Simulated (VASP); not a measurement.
# EuPt3 (Fm-3m) in VASP: notebook

Runs on EuPt3. Level: PBEsol. Tasks: single point.

Program: VASP 6.6.1. These are calculated values, not measurements. Logs are shortened: lines on timing, memory, paths and dates and some standing lists are left out, and cuts for length are marked.

### Step 1. The cell of the first run

The structure is cubic, space group Fm-3m (No. 225). The conventional cell has a = 6.485 Å, b = 6.485 Å, c = 6.485 Å, α = 90.00°, β = 90.00°, γ = 90.00°. Within 3.7 Å of Eu (site symmetry m-3m) lie 14 Pt at 2.81 to 3.24 Å. Within 3.7 Å of Pt (site symmetry m-3m) lie 8 Pt at 2.81 Å and 6 Eu at 3.24 Å. Pt (site symmetry -43m) has 4 Eu at 2.81 Å and 10 Pt at 2.81 to 3.24 Å within 3.7 Å.

### Step 2. Single point, PBEsol, collinear spin, ferromagnetic start (17.05 Å³/atom)

Contents of INCAR:

```
SYSTEM = EuPt3
PREC     = Accurate       ! precision mode
ENCUT    = 520            ! plane-wave cutoff, eV
EDIFF    = 1E-6           ! SCF threshold, eV
ISMEAR   = 0              ! smearing method
SIGMA    = 0.05           ! smearing width, eV
LREAL    = .FALSE.        ! projectors in reciprocal space
LASPH    = .TRUE.         ! aspherical terms in the spheres
NELM     = 150            ! most SCF steps
ALGO     = Fast           ! electronic algorithm
ISIF     = 2              ! what is computed and relaxed
LWAVE    = .FALSE.        ! write WAVECAR
LCHARG   = .FALSE.        ! write CHGCAR
ISPIN    = 2              ! spin polarisation
MAGMOM   = 7 0 0 0        ! initial moments
LORBIT   = 11             ! projections on sites
LMAXMIX  = 6              ! l up to which the mixer works
GGA      = PS             ! functional
NBANDS   = 36             ! bands
```

Contents of KPOINTS:

```
regular mesh
0
G
  8 8 8
  0 0 0
```

Contents of POSCAR:

```
EuPt3
1.0
    0.0000000000      3.2427013289      3.2427013289
    3.2427013289      0.0000000000      3.2427013289
    3.2427013289      3.2427013289      0.0000000000
Eu Pt
1 3
Direct
    0.0000000000      0.0000000000      0.0000000000
    0.5000000000      0.5000000000      0.5000000000
    0.2500000000      0.2500000000      0.2500000000
    0.7500000000      0.7500000000      0.7500000000
```

Potentials or basis: VASP PAW PBE potentials, release 64 (Eu, Pt).

Run with:

```console
$ cat potpaw_PBE.64/Eu/POTCAR potpaw_PBE.64/Pt/POTCAR > POTCAR
$ mpirun -np 1 vasp_std > vasp.out
```

OUTCAR:

```text
SYSTEM = EuPt3
   PREC = Accurate
   ENCUT = 520
   EDIFF = 1E-6
   ISMEAR = 0
   LREAL = .FALSE.
   LASPH = .TRUE.
   NELM = 150
   ISIF = 2
   ISPIN = 2
   LORBIT = 11
   GGA = PS

 ion  position               nearest neighbor table
   1  0.000  0.000  0.000-   4 2.81   4 2.81   4 2.81   3 2.81   4 2.81   3 2.81   3 2.81   3 2.81
                             2 3.24   2 3.24   2 3.24   2 3.24   2 3.24   2 3.24
   2  0.500  0.500  0.500-   3 2.81   3 2.81   3 2.81   3 2.81   4 2.81   4 2.81   4 2.81   4 2.81
                             1 3.24   1 3.24   1 3.24   1 3.24   1 3.24   1 3.24
   3  0.250  0.250  0.250-   1 2.81   1 2.81   1 2.81   1 2.81   2 2.81   2 2.81   2 2.81   2 2.81
                             4 3.24   4 3.24   4 3.24   4 3.24   4 3.24   4 3.24
   4  0.750  0.750  0.750-   2 2.81   2 2.81   2 2.81   1 2.81   2 2.81   1 2.81   1 2.81   1 2.81
                             3 3.24   3 3.24   3 3.24   3 3.24   3 3.24   3 3.24

  LATTYP: Found a face centered cubic cell.
 ALAT       =     6.4854026578

  Lattice vectors:

 A1 = (   0.0000000000,   3.2427013289,   3.2427013289)
 A2 = (   3.2427013289,   0.0000000000,   3.2427013289)
 A3 = (   3.2427013289,   3.2427013289,   0.0000000000)

Analysis of symmetry for initial positions (statically):
=====================================================================
 Subroutine PRICEL returns:
 Original cell was already a primitive cell.

 Routine SETGRP: Setting up the symmetry group for a
 face centered cubic supercell.

 Subroutine GETGRP returns: Found 48 space group operations
 (whereof 48 operations were pure point group operations)
 out of a pool of 48 trial point group operations.

The static configuration has the point symmetry O_h .

Analysis of symmetry for dynamics (positions and initial velocities):
=====================================================================
 Subroutine PRICEL returns:
 Original cell was already a primitive cell.

 Routine SETGRP: Setting up the symmetry group for a
 face centered cubic supercell.

 Subroutine GETGRP returns: Found 48 space group operations
 (whereof 48 operations were pure point group operations)
 out of a pool of 48 trial point group operations.

The dynamic configuration has the point symmetry O_h .

Analysis of structural, dynamic, and magnetic symmetry:
=====================================================================
 Subroutine PRICEL returns:
 Original cell was already a primitive cell.

 Routine SETGRP: Setting up the symmetry group for a
 face centered cubic supercell.

 Subroutine GETGRP returns: Found 48 space group operations
 (whereof 48 operations were pure point group operations)
 out of a pool of 48 trial point group operations.
[... 141 lines left out ...]
 maximum number of plane-waves:      1856
 NGX is ok and might be reduce to    36
   NGX = 17   NGY = 17   NGZ = 17

 number of electron      47.0000003 magnetization       6.5342085

 Free energy of the ion-electron system (eV)
  ---------------------------------------------------
  ext. energy  EPLUGINS =         0.00000000
  ---------------------------------------------------
  free energy    TOTEN  =       -34.04977936 eV

  energy without entropy =      -34.03890474  energy(sigma->0) =      -34.04434205

 E-fermi :   8.5061     XC(G=0): -13.0317

 val. band max:        8.5052913158   @ k =   0.5000   0.3750   0.1250
 cond. band min:       8.5118728931   @ k =  -0.2500   0.3750   0.1250
 fundamental gap:      0.0065815773
 Fermi energy:         8.5060638819

 spin component 1

 k-point     1 :       0.0000    0.0000    0.0000
  band No.  band energies     occupation
      1     -32.2342      1.00000
      2     -11.0759      1.00000
      3     -11.0759      1.00000
      4     -11.0759      1.00000
      5       0.1586      1.00000
      6       2.9100      1.00000
[... 901 lines left out ...]
     34      15.5226      0.00000
     35      15.8670      0.00000

 [... further k-points ...]

 spin component 2

 k-point     1 :       0.0000    0.0000    0.0000
  band No.  band energies     occupation
      1     -29.3667      1.00000
      2      -9.0588      1.00000
      3      -9.0588      1.00000
      4      -9.0588      1.00000
      5       0.3397      1.00000
      6       2.9839      1.00000
[... 901 lines left out ...]
     34      16.5491      0.00000
     35      17.1156      0.00000

 [... further k-points ...]

 [bands above 35 left out]

------------------------ aborting loop because EDIFF is reached ----------------------------------------

  FORCE on cell =-STRESS in cart. coord.  units (eV):
  Direction    XX          YY          ZZ          XY          YZ          ZX
  --------------------------------------------------------------------------------------
  -------------------------------------------------------------------------------------
  Total        3.0971479      3.0971479      3.0971479     -0.0000000      0.0000000     -0.0000000
  in kB       72.7648564     72.7648564     72.7648564     -0.0000000      0.0000000     -0.0000000
  external PRESSURE =      72.7648564 kB  Pullay stress =       0.0000000 kB

 VOLUME and BASIS-vectors are now :
 -----------------------------------------------------------------------------
  energy-cutoff  :      520.00
  volume of cell :       68.19
      direct lattice vectors                 reciprocal lattice vectors
     0.000000000  3.242701329  3.242701329    -0.154192431  0.154192431  0.154192431
     3.242701329  0.000000000  3.242701329     0.154192431 -0.154192431  0.154192431
     3.242701329  3.242701329  0.000000000     0.154192431  0.154192431 -0.154192431

 POSITION                                       TOTAL-FORCE (eV/Angst)
 -----------------------------------------------------------------------------------
      0.00000      0.00000      0.00000         0.000000     -0.000000      0.000000
      3.24270      3.24270      3.24270         0.000000     -0.000000      0.000000
      1.62135      1.62135      1.62135        -0.000000     -0.000000     -0.000000
      4.86405      4.86405      4.86405         0.000000      0.000000      0.000000
 -----------------------------------------------------------------------------------
    total drift:                               -0.000000      0.000000      0.000000

  FREE ENERGIE OF THE ION-ELECTRON SYSTEM (eV)
  ---------------------------------------------------
  free  energy   TOTEN  =       -34.0497793581 eV

  energy  without entropy=      -34.0389047441  energy(sigma->0) =      -34.04434205

 total charge

# of ion       s       p       d       f       tot
--------------------------------------------------
    1        2.085   5.720   0.688   6.394  14.887
    2        0.646   0.480   8.112   0.000   9.238
    3        0.676   0.426   8.213   0.000   9.315
    4        0.676   0.426   8.213   0.000   9.315
--------------------------------------------------
tot          4.083   7.053  25.225   6.394  42.755

 magnetization (x)

# of ion       s       p       d       f       tot
--------------------------------------------------
    1       -0.000  -0.073   0.114   6.251   6.290
    2        0.010   0.009  -0.006   0.000   0.014
    3        0.016   0.028  -0.060   0.000  -0.017
    4        0.016   0.028  -0.060   0.000  -0.017
--------------------------------------------------
tot          0.041  -0.008  -0.013   6.251   6.270
```

Run time: 5.3 min. Hardware: 1 thread of AMD EPYC 9R45 (Zen 5), shared host; peak memory 0.3 GiB.

Results:

| Item | Value |
| --- | --- |
| Free energy | -34.0498 eV |
| Pressure | 7.3 GPa |
| Net moment | 6.53 μB per cell |
| Site moments | Eu +6.29; Pt +0.01, -0.02 (each value once) μB |
| Valence electrons inside the program's atomic spheres | Eu 14.89; Pt 9.24, 9.31 (each value once) |

Levels at points of the mesh, in eV from the Fermi level:
Spin up:
| k point | band 24 | band 25 | band 26 | band 27 | band 28 | band 29 | band 30 | band 31 |
| --- | --- | --- | --- | --- | --- | --- | --- | --- |
| (0.00, 0.00, 0.00) | -0.45 | -0.43 | -0.43 | -0.43 | 3.24 | 3.24 | 3.24 | 3.99 |
| (0.50, 0.00, 0.00) | -0.28 | -0.28 | 0.07 | 0.07 | 0.56 | 2.21 | 2.21 | 4.64 |
| (0.50, 0.50, 0.00) | -0.23 | -0.16 | -0.16 | -0.02 | 0.21 | 1.51 | 1.79 | 1.79 |
Spin down:
```tsv
k point	band 18	band 19	band 20	band 21	band 22	band 23
(0.00, 0.00, 0.00)	-1.09	-0.94	-0.94	2.30	3.59	3.59
(0.50, 0.00, 0.00)	-1.28	-0.60	-0.60	0.21	2.57	2.57
(0.50, 0.50, 0.00)	-1.11	-1.01	-0.21	-0.18	1.77	1.90
```

Caveat: the cell stands under pressure; the PAW data sets were made with another functional, which shifts forces and pressure a little; spin-orbit coupling is left out, which moves the levels of the heavy elements; semilocal functionals describe open f shells poorly, which spoils levels, moments and volumes.

### Step 3. Single point, PBEsol, collinear spin, ferromagnetic start (17.40 Å³/atom)

This run uses another cell than the first one, of 17.40 Å³/atom.

Contents of INCAR:

```
SYSTEM = EuPt3
ALGO = Normal
EDIFF = 1E-6
ENCUT = 520
GGA = PS
ISIF = 2
ISMEAR = 0
ISPIN = 2
LASPH = .True.
LCHARG = .False.
LMAXMIX = 6
LORBIT = 11
LREAL = .False.
LWAVE = .False.
MAGMOM = 7.02 0 0 0
NBANDS = 36
NELM = 150
PREC = Accurate
SIGMA = 0.05
```

Contents of KPOINTS:

```
k-points
0
Gamma
  8 8 8
  0 0 0
```

Contents of POSCAR:

```
EuPt3
1.0
    0.0000000000      3.2650654930      3.2650654930
    3.2650654930      0.0000000000      3.2650654930
    3.2650654930      3.2650654930      0.0000000000
Eu Pt
1 3
Direct
    0.0000000000      0.0000000000      0.0000000000
    0.5000000000      0.5000000000      0.5000000000
    0.2500000000      0.2500000000      0.2500000000
    0.7500000000      0.7500000000      0.7500000000
```

Potentials or basis: VASP PAW PBE potentials, release 64 (Eu, Pt).

Run with:

```console
$ cat potpaw_PBE.64/Eu/POTCAR potpaw_PBE.64/Pt/POTCAR > POTCAR
$ mpirun -np 1 vasp_std > vasp.out
```

OUTCAR:

```text
SYSTEM = EuPt3
   EDIFF = 1E-6
   ENCUT = 520
   GGA = PS
   ISIF = 2
   ISMEAR = 0
   ISPIN = 2
   LASPH = .True.
   LORBIT = 11
   LREAL = .False.
   NELM = 150
   PREC = Accurate

 ion  position               nearest neighbor table
   1  0.000  0.000  0.000-   4 2.83   4 2.83   4 2.83   3 2.83   4 2.83   3 2.83   3 2.83   3 2.83
                             2 3.27   2 3.27   2 3.27   2 3.27   2 3.27   2 3.27
   2  0.500  0.500  0.500-   3 2.83   3 2.83   3 2.83   3 2.83   4 2.83   4 2.83   4 2.83   4 2.83
                             1 3.27   1 3.27   1 3.27   1 3.27   1 3.27   1 3.27
   3  0.250  0.250  0.250-   1 2.83   1 2.83   1 2.83   1 2.83   2 2.83   2 2.83   2 2.83   2 2.83
                             4 3.27   4 3.27   4 3.27   4 3.27   4 3.27   4 3.27
   4  0.750  0.750  0.750-   2 2.83   2 2.83   2 2.83   1 2.83   2 2.83   1 2.83   1 2.83   1 2.83
                             3 3.27   3 3.27   3 3.27   3 3.27   3 3.27   3 3.27

  LATTYP: Found a face centered cubic cell.
 ALAT       =     6.5301309860

  Lattice vectors:

 A1 = (   0.0000000000,   3.2650654930,   3.2650654930)
 A2 = (   3.2650654930,   0.0000000000,   3.2650654930)
 A3 = (   3.2650654930,   3.2650654930,   0.0000000000)

Analysis of symmetry for initial positions (statically):
=====================================================================
 Subroutine PRICEL returns:
 Original cell was already a primitive cell.

 Routine SETGRP: Setting up the symmetry group for a
 face centered cubic supercell.

 Subroutine GETGRP returns: Found 48 space group operations
 (whereof 48 operations were pure point group operations)
 out of a pool of 48 trial point group operations.

The static configuration has the point symmetry O_h .

Analysis of symmetry for dynamics (positions and initial velocities):
=====================================================================
 Subroutine PRICEL returns:
 Original cell was already a primitive cell.

 Routine SETGRP: Setting up the symmetry group for a
 face centered cubic supercell.

 Subroutine GETGRP returns: Found 48 space group operations
[... 176 lines left out ...]

 spin component 1

 k-point     1 :       0.0000    0.0000    0.0000
  band No.  band energies     occupation
      1     -32.5242      1.00000
      2     -11.3436      1.00000
      3     -11.3436      1.00000
      4     -11.3436      1.00000
      5       0.0169      1.00000
      6       2.7981      1.00000
[... 901 lines left out ...]
     34      15.1207      0.00000
     35      15.4449      0.00000

 [... further k-points ...]

 spin component 2

 k-point     1 :       0.0000    0.0000    0.0000
  band No.  band energies     occupation
      1     -29.6513      1.00000
      2      -9.3179      1.00000
      3      -9.3179      1.00000
      4      -9.3179      1.00000
      5       0.1941      1.00000
      6       2.8696      1.00000
[... 901 lines left out ...]
     34      15.7993      0.00000
     35      16.0655      0.00000

 [... further k-points ...]

 [bands above 35 left out]

------------------------ aborting loop because EDIFF is reached ----------------------------------------

  FORCE on cell =-STRESS in cart. coord.  units (eV):
  Direction    XX          YY          ZZ          XY          YZ          ZX
  --------------------------------------------------------------------------------------
  -------------------------------------------------------------------------------------
  Total        1.4891592      1.4891592      1.4891592     -0.0000000      0.0000000     -0.0000000
  in kB       34.2725187     34.2725187     34.2725187     -0.0000000      0.0000000     -0.0000000
  external PRESSURE =      34.2725187 kB  Pullay stress =       0.0000000 kB

 VOLUME and BASIS-vectors are now :
 -----------------------------------------------------------------------------
  energy-cutoff  :      520.00
  volume of cell :       69.62
      direct lattice vectors                 reciprocal lattice vectors
     0.000000000  3.265065493  3.265065493    -0.153136285  0.153136285  0.153136285
     3.265065493  0.000000000  3.265065493     0.153136285 -0.153136285  0.153136285
     3.265065493  3.265065493  0.000000000     0.153136285  0.153136285 -0.153136285

 POSITION                                       TOTAL-FORCE (eV/Angst)
 -----------------------------------------------------------------------------------
      0.00000      0.00000      0.00000        -0.000000      0.000000     -0.000000
      3.26507      3.26507      3.26507        -0.000000      0.000000     -0.000000
      1.63253      1.63253      1.63253         0.000000      0.000000      0.000000
      4.89760      4.89760      4.89760        -0.000000     -0.000000     -0.000000
 -----------------------------------------------------------------------------------
    total drift:                               -0.000000      0.000000      0.000000

  FREE ENERGIE OF THE ION-ELECTRON SYSTEM (eV)
  ---------------------------------------------------
  free  energy   TOTEN  =       -34.0979145558 eV

  energy  without entropy=      -34.0868098610  energy(sigma->0) =      -34.09236221

 total charge

# of ion       s       p       d       f       tot
--------------------------------------------------
    1        2.082   5.718   0.660   6.394  14.854
    2        0.637   0.461   8.097   0.000   9.195
    3        0.667   0.408   8.202   0.000   9.278
    4        0.667   0.408   8.202   0.000   9.278
--------------------------------------------------
tot          4.053   6.995  25.162   6.394  42.604

 magnetization (x)

# of ion       s       p       d       f       tot
--------------------------------------------------
    1       -0.001  -0.075   0.111   6.259   6.295
    2        0.010   0.009  -0.005   0.000   0.014
    3        0.015   0.027  -0.063   0.000  -0.020
    4        0.015   0.027  -0.063   0.000  -0.020
--------------------------------------------------
tot          0.040  -0.012  -0.018   6.259   6.269
```

OSZICAR:

```text
N       E                     dE             d eps       ncg     rms          rms(c)
DAV:   1     0.305762997030E+03    0.30576E+03   -0.19663E+04  6352   0.558E+03
[... 25 lines left out ...]
DAV:  27    -0.340983187359E+02    0.50867E-03   -0.41630E-04  6692   0.257E-01    0.242E+00
DAV:  28    -0.340979916942E+02    0.32704E-03   -0.55474E-04  6088   0.259E-01    0.105E+00
DAV:  29    -0.340979321147E+02    0.59580E-04   -0.11821E-04  6596   0.949E-02    0.529E-01
DAV:  30    -0.340979205946E+02    0.11520E-04   -0.30817E-05  6828   0.669E-02    0.251E-01
DAV:  31    -0.340979163664E+02    0.42282E-05   -0.30200E-06  4068   0.413E-02    0.178E-01
DAV:  32    -0.340979141746E+02    0.21918E-05   -0.97013E-06  6148   0.391E-02    0.621E-02
DAV:  33    -0.340979145558E+02   -0.38117E-06   -0.78753E-07  2772   0.300E-02
   1 F= -.34097915E+02 E0= -.34092362E+02  d E =-.111047E-01  mag=     6.5382
```

Run time: 3.9 min. Hardware: 1 thread of AMD EPYC 9R45 (Zen 5), shared host; peak memory 0.3 GiB.

What came out:

- Free energy: -34.0979 eV
- Pressure: 3.4 GPa
- Net moment: 6.54 μB per cell
- Site moments: Eu +6.29; Pt +0.01, -0.02 (each value once) μB
- Valence electrons inside the program's atomic spheres: Eu 14.85; Pt 9.20, 9.28 (each value once)

Caveat: the cell stands under pressure; the PAW data sets were made with another functional, which shifts forces and pressure a little; spin-orbit coupling is left out, which moves the levels of the heavy elements; semilocal functionals describe open f shells poorly, which spoils levels, moments and volumes. The state reached can hang on the start; a lower one may exist.

[end of part 1 of 2]
